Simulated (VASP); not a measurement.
Crystal: HfN.

```
Hf N
1.0
     0.00000    2.42164    2.42164
     2.42164    0.00000    2.42164
     2.42164    2.42164    0.00000
Hf N
1 1
Direct
  0.00000 0.00000 0.00000
  0.25000 0.25000 0.25000
```

Base run:

- Program: VASP 6.6.1
- Functional: r2SCAN
- Potentials or basis: VASP PAW PBE potentials, release 64 (Hf_pv, N)
- Cutoff: 520 eV
- k mesh: 9 × 9 × 9
- Occupations: fermi-dirac, width 0.05 eV
- Spin: no spin polarisation

Its results: pressure 5.0 GPa.

The run is repeated on the same cell with these changes: functional from r2SCAN to PBE. What comes out?

Pressure 8.2 GPa.

Caveats: the PAW data sets were made with another functional, which shifts forces and pressure a little (some runs).
